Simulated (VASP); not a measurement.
# InSb (F-43m) in VASP: a series of runs

The runs below take InSb through single point, with PBE, LDA.

Everything below comes from runs of VASP 6.6.1. Logs are shortened: lines on timing, memory, paths and dates and some standing lists are left out, and cuts for length are marked.

**What was measured.**

“Electronic Structure and Epitaxy of CdTe Shells on InSb Nanowires”, 2021, arxiv:2111.05126 quotes, for a bulk crystal of InSb: band gap 0.24 eV.

The results are compared with them further down.

### Step 1. The cell of the first run

Symmetry: F-43m, No. 216, cubic system. The conventional cell has a = 6.521 Å, b = 6.521 Å, c = 6.521 Å, α = 90.00°, β = 90.00°, γ = 90.00°. Within 3.7 Å of In (site symmetry -43m) lie 4 Sb at 2.82 Å. Sb (site symmetry -43m) has 4 In at 2.82 Å within 3.7 Å.

### Step 2. Single point, PBE (34.66 Å³/atom)

The input, INCAR:

```
SYSTEM = InSb
PREC = Accurate
ENCUT = 520
EDIFF = 1E-6
ISMEAR = -1
SIGMA = 0.03
LREAL = .FALSE.
LASPH = .TRUE.
NELM = 100
ALGO = Normal
ISIF = 2
LWAVE = .FALSE.
LCHARG = .FALSE.
GGA = PE
NBANDS = 16
```

The input, KPOINTS:

```
regular mesh
0
G
  10 10 10
  0 0 0
```

The input, POSCAR:

```
InSb
1.0
    0.0000000000      3.2605516185      3.2605516185
    3.2605516185      0.0000000000      3.2605516185
    3.2605516185      3.2605516185      0.0000000000
In Sb
1 1
Direct
    0.0000000000      0.0000000000      0.0000000000
    0.7500000000      0.7500000000      0.7500000000
```

Potentials or basis: VASP PAW PBE potentials, release 64 (In_d, Sb).

Command:

```
> cat potpaw_PBE.64/In_d/POTCAR potpaw_PBE.64/Sb/POTCAR > POTCAR
> mpirun -np 1 vasp_std > vasp.out
```

OUTCAR:

```text
SYSTEM = InSb
   PREC = Accurate
   ENCUT = 520
   EDIFF = 1E-6
   ISMEAR = -1
   LREAL = .FALSE.
   LASPH = .TRUE.
   NELM = 100
   ISIF = 2
   GGA = PE

 ion  position               nearest neighbor table
   1  0.000  0.000  0.000-   2 2.82   2 2.82   2 2.82   2 2.82
   2  0.750  0.750  0.750-   1 2.82   1 2.82   1 2.82   1 2.82

  LATTYP: Found a face centered cubic cell.
 ALAT       =     6.5211032370

  Lattice vectors:

 A1 = (   0.0000000000,   3.2605516185,   3.2605516185)
 A2 = (   3.2605516185,   0.0000000000,   3.2605516185)
 A3 = (   3.2605516185,   3.2605516185,   0.0000000000)

Analysis of symmetry for initial positions (statically):
=====================================================================
 Subroutine PRICEL returns:
 Original cell was already a primitive cell.

 Routine SETGRP: Setting up the symmetry group for a
 face centered cubic supercell.

 Subroutine GETGRP returns: Found 24 space group operations
 (whereof 24 operations were pure point group operations)
 out of a pool of 48 trial point group operations.

The static configuration has the point symmetry T_d .

Analysis of symmetry for dynamics (positions and initial velocities):
=====================================================================
 Subroutine PRICEL returns:
 Original cell was already a primitive cell.

 Routine SETGRP: Setting up the symmetry group for a
 face centered cubic supercell.

 Subroutine GETGRP returns: Found 24 space group operations
 (whereof 24 operations were pure point group operations)
 out of a pool of 48 trial point group operations.

The dynamic configuration has the point symmetry T_d .

 Subroutine INISYM returns: Found 24 space group operations
 (whereof 24 operations are pure point group operations),
 and found     1 'primitive' translations

----------------------------------------------------------------------------------------

                                     Primitive cell

  volume of cell :      69.3271

  direct lattice vectors                    reciprocal lattice vectors
     0.000000000  3.260551619  3.260551619    -0.153348285  0.153348285  0.153348285
     3.260551619  0.000000000  3.260551619     0.153348285 -0.153348285  0.153348285
     3.260551619  3.260551619  0.000000000     0.153348285  0.153348285 -0.153348285

  length of vectors
     4.611116320  4.611116320  4.611116320     0.265607021  0.265607021  0.265607021

  position of ions in fractional coordinates (direct lattice)
     0.000000000  0.000000000  0.000000000
     0.750000000  0.750000000  0.750000000

  ion indices of the primitive-cell ions
   primitive index   ion index
                 1           1
                 2           2

----------------------------------------------------------------------------------------

 KPOINTS: regular mesh

Automatic generation of k-mesh.
 Grid dimensions read from file:
 generate k-points for:   10   10   10

 Generating k-lattice:

  Cartesian coordinates                     Fractional coordinates (reciprocal lattice)
    -0.015334829  0.015334829  0.015334829     0.100000000  0.000000000  0.000000000
     0.015334829 -0.015334829  0.015334829     0.000000000  0.100000000  0.000000000
     0.015334829  0.015334829 -0.015334829     0.000000000  0.000000000  0.100000000

  Length of vectors
     0.026560702  0.026560702  0.026560702

  Shift w.r.t. Gamma in fractional coordinates (k-lattice)
     0.000000000  0.000000000  0.000000000

 Subroutine IBZKPT returns following result:
 ===========================================

 Found     47 irreducible k-points:

 Following reciprocal coordinates:
            Coordinates               Weight
  0.000000  0.000000  0.000000      1.000000
  0.100000  0.000000  0.000000      8.000000
  0.200000  0.000000  0.000000      8.000000
  0.300000  0.000000  0.000000      8.000000
  0.400000  0.000000  0.000000      8.000000
  0.500000  0.000000  0.000000      4.000000
[... 16 lines left out ...]
  0.300000  0.300000  0.000000      6.000000
  0.400000  0.300000  0.000000     24.000000
 [... further k-points ...]
   k-points           NKPTS =     47   k-points in BZ     NKDIM =     47   number of bands    NBANDS=     16
   number of dos      NEDOS =    301   number of ions     NIONS =      2
   total plane-waves  NPLWV =  46656
   dimension x,y,z NGX =    36 NGY =   36 NGZ =   36
   dimension x,y,z NGXF=    72 NGYF=   72 NGZF=   72
   ions per type =               1   1
   NGX,Y,Z   is equivalent  to a cutoff of  12.98, 12.98, 12.98 a.u.
   NGXF,Y,Z  is equivalent  to a cutoff of  25.96, 25.96, 25.96 a.u.
 SYSTEM =  InSb
   PREC   = accura    normal or accurate (medium, high low for compatibility)
   ISTART =      0    job   : 0-new  1-cont  2-samecut
   ICHARG =      2    charge: 1-file 2-atom 10-const
   ISPIN  =      1    spin polarized calculation?
   LNONCOLLINEAR =      F non collinear calculations
   LSORBIT =      F    spin-orbit coupling
   LASPH  =      T    aspherical Exc in radial PAW
   ENCUT  =  520.0 eV  38.22 Ry    6.18 a.u.   8.57  8.57  8.57*2*pi/ulx,y,z
   NELM   =    100;   NELMIN=  2; NELMDL= -5     # of ELM steps
   EDIFF  = 0.1E-05   stopping-criterion for ELM
   LREAL  =      F    real-space projection
   EDIFFG = 0.1E-04   stopping-criterion for IOM
   NSW    =      0    number of steps for IOM
   IBRION =     -1    ionic relax: 0-MD 1-quasi-New 2-CG
   NFREE  =      0    steps in history (QN), initial steepest desc. (CG)
   ISIF   =      2    stress and relaxation
   ISYM   =      2    0-nonsym 1-usesym 2-fastsym
   POTIM  = 0.5000    time-step for ionic-motion
   TEBEG  =    0.0;   TEEND  =   0.0 temperature during run
   PSTRESS=    0.0 pullay stress
   NELECT =      18.0000    total number of electrons
   NUPDOWN=      -1.0000    fix difference up-down
   EMIN   =  10.00;   EMAX   =-10.00  energy-range for DOS
   EFERMI =   0.00;   METHOD = LEGACY
   ISMEAR =    -1;   SIGMA  =   0.03  broadening in eV -4-tet -1-fermi 0-gaus
   EFERMI_NEDOS =   21; number of points for ismear=-14 and -15
   IALGO  =     38    algorithm
   IMIX   =      4    mixing-type and parameters
     AMIX     =   0.40;   BMIX     =  1.00
     AMIX_MAG =   1.60;   BMIX_MAG =  1.00
  volume/ion in A,a.u.               =      34.66       233.92
  Fermi-wavevector in a.u.,A,eV,Ry     =   1.044395  1.973619 14.840690  1.090760
  Thomas-Fermi vector in A             =   2.179145
   LORBIT       =      0    0 simple, 1 ext, 2 COOP (PROOUT), +10 PAW based schemes
   GGA     = PE    functional components
   LHFCALC =     F    Hartree Fock is set to
   AEXX    =    0.0000 exact exchange contribution
   IVDW    =     0    specifies the selected vdW correction
   LEPSILON=     F    determine dielectric tensor
   LRPA    =     F    only Hartree local field effects (RPA)
 non-spin polarized calculation
  energy-cutoff  :      520.00
  volume of cell :       69.33
 maximum number of plane-waves:      1893
 NGX is ok and might be reduce to    36
   NGX = 17   NGY = 17   NGZ = 17

 number of electron      17.9999994 magnetization

 Free energy of the ion-electron system (eV)
  ---------------------------------------------------
  ext. energy  EPLUGINS =         0.00000000
  ---------------------------------------------------
  free energy    TOTEN  =        -6.92836219 eV

  energy without entropy =       -6.92821193  energy(sigma->0) =       -6.92828706

 E-fermi :   4.9274     XC(G=0):  -8.6026

 val. band max:        4.9018677494   @ k =   0.0000   0.0000   0.0000
 cond. band min:       5.4063088258   @ k =   0.5000   0.0000   0.0000
 fundamental gap:      0.5044410764
 Fermi energy:         4.9274213634

 k-point     1 :       0.0000    0.0000    0.0000
  band No.  band energies     occupation
      1      -9.6631      2.00000
      2      -9.6631      2.00000
      3      -9.6631      2.00000
      4      -9.5833      2.00000
      5      -9.5833      2.00000
      6      -5.6938      2.00000
[... 8 lines left out ...]
     15      13.1427      0.00000
     16      13.1427      0.00000

 k-point     2 :       0.1000    0.0000    0.0000
  band No.  band energies     occupation
      1      -9.6673      2.00000
      2      -9.6611      2.00000
      3      -9.6611      2.00000
      4      -9.5834      2.00000
      5      -9.5834      2.00000
      6      -5.6052      2.00000
[... 8 lines left out ...]
     15      12.5257      0.00000
     16      12.5257      0.00000

 k-point     3 :       0.2000    0.0000    0.0000
  band No.  band energies     occupation
      1      -9.6784      2.00000
      2      -9.6562      2.00000
      3      -9.6562      2.00000
      4      -9.5835      2.00000
      5      -9.5835      2.00000
      6      -5.3502      2.00000
[... 8 lines left out ...]
     15      12.1411      0.00000
     16      12.1411      0.00000

 k-point     4 :       0.3000    0.0000    0.0000
  band No.  band energies     occupation
      1      -9.6918      2.00000
      2      -9.6507      2.00000
      3      -9.6507      2.00000
      4      -9.5831      2.00000
      5      -9.5831      2.00000
      6      -4.9689      2.00000
[... 8 lines left out ...]
     15      12.3852      0.00000
     16      12.3852      0.00000
[... 324 lines left out ...]
 k-point    22 :      -0.2000    0.2000    0.0000
  band No.  band energies     occupation
      1      -9.6974      2.00000
      2      -9.6484      2.00000
      3      -9.6457      2.00000
      4      -9.5858      2.00000
      5      -9.5822      2.00000
      6      -4.8344      2.00000
[... 8 lines left out ...]
     15      13.1860      0.00000
     16      13.6863      0.00000

 k-point    23 :       0.3000    0.3000    0.0000
  band No.  band energies     occupation
      1      -9.7134      2.00000
      2      -9.6365      2.00000
      3      -9.6365      2.00000
      4      -9.5942      2.00000
      5      -9.5777      2.00000
      6      -4.7048      2.00000
[... 8 lines left out ...]
     15      14.0288      0.00000
     16      14.5087      0.00000

 k-point    24 :       0.4000    0.3000    0.0000
  band No.  band energies     occupation
      1      -9.7218      2.00000
      2      -9.6324      2.00000
      3      -9.6315      2.00000
      4      -9.5957      2.00000
      5      -9.5770      2.00000
      6      -4.3708      2.00000
[... 8 lines left out ...]
     15      14.4649      0.00000
     16      14.9079      0.00000

 [... further k-points ...]

------------------------ aborting loop because EDIFF is reached ----------------------------------------

  FORCE on cell =-STRESS in cart. coord.  units (eV):
  Direction    XX          YY          ZZ          XY          YZ          ZX
  --------------------------------------------------------------------------------------
  -------------------------------------------------------------------------------------
  Total        0.9274838      0.9274838      0.9274838      0.0000000      0.0000000      0.0000000
  in kB       21.4345166     21.4345166     21.4345166      0.0000000      0.0000000      0.0000000
  external PRESSURE =      21.4345166 kB  Pullay stress =       0.0000000 kB

 VOLUME and BASIS-vectors are now :
 -----------------------------------------------------------------------------
  energy-cutoff  :      520.00
  volume of cell :       69.33
      direct lattice vectors                 reciprocal lattice vectors
     0.000000000  3.260551619  3.260551619    -0.153348285  0.153348285  0.153348285
     3.260551619  0.000000000  3.260551619     0.153348285 -0.153348285  0.153348285
     3.260551619  3.260551619  0.000000000     0.153348285  0.153348285 -0.153348285

 POSITION                                       TOTAL-FORCE (eV/Angst)
 -----------------------------------------------------------------------------------
      0.00000      0.00000      0.00000         0.000000     -0.000000      0.000000
      4.89083      4.89083      4.89083        -0.000000      0.000000     -0.000000
 -----------------------------------------------------------------------------------
    total drift:                                0.000000      0.000000      0.000000

  FREE ENERGIE OF THE ION-ELECTRON SYSTEM (eV)
  ---------------------------------------------------
  free  energy   TOTEN  =        -6.9283621885 eV

  energy  without entropy=       -6.9282119272  energy(sigma->0) =       -6.92828706
```

It took 89 s on 1 thread of Intel Xeon 8259CL, shared host; peak memory 0.23 GiB.

What came out:

| Item | Value |
| --- | --- |
| Free energy | -6.9284 eV |
| Pressure | 2.1 GPa |
| Band gap on the k mesh | zero (filled and empty bands touch) |

Caveat: semilocal functionals underestimate gaps, so a narrow gap can read as zero; spin-orbit coupling is left out, which moves the levels of the heavy elements.

### Step 3. Single point, PBE (36.02 Å³/atom)

This run uses another cell than the first one, of 36.02 Å³/atom.

INCAR, as its differences from that of step 2:

```diff
@@ -3,3 +3,3 @@
 ENCUT = 520
-EDIFF = 1E-6
+EDIFF = 1E-7
 ISMEAR = -1
@@ -8,3 +8,3 @@
 LASPH = .TRUE.
-NELM = 100
+NELM = 80
 ALGO = Normal
```

KPOINTS is that of step 2.

The input, POSCAR:

```
InSb
1.0
    0.0000000000      3.3026278931      3.3026278931
    3.3026278931      0.0000000000      3.3026278931
    3.3026278931      3.3026278931      0.0000000000
In Sb
1 1
Direct
    0.0000000000      0.0000000000      0.0000000000
    0.7500000000      0.7500000000      0.7500000000
```

Potentials or basis: VASP PAW PBE potentials, release 64 (In_d, Sb).

Command:

```
> cat potpaw_PBE.64/In_d/POTCAR potpaw_PBE.64/Sb/POTCAR > POTCAR
> mpirun -np 1 vasp_std > vasp.out
```

It took 1.7 min on 1 thread of Intel Xeon 8259CL, shared host; peak memory 0.23 GiB.

Results (log left out):

```
Free energy            : -6.9507 eV
Pressure               : 0.5 GPa
Band gap on the k mesh : zero (filled and empty bands touch)
```

Levels at points of the mesh, in eV from the Fermi level:
```tsv
k point	band 5	band 6	band 7	band 8	band 9	band 10	band 11	band 12	band 13	band 14
(0.00, 0.00, 0.00)	-14.45	-10.39	-0.54	-0.03	-0.03	-0.03	2.94	2.94	2.94	5.65
(0.50, 0.00, 0.00)	-14.45	-9.17	-5.39	-0.95	-0.95	0.41	3.77	3.77	6.09	7.93
(0.50, 0.50, 0.00)	-14.44	-8.63	-5.70	-2.10	-2.10	1.33	1.42	7.78	7.78	8.40
```

Caveat: semilocal functionals underestimate gaps, so a narrow gap can read as zero; spin-orbit coupling is left out, which moves the levels of the heavy elements.

(Part 1 of 2 ends here.)
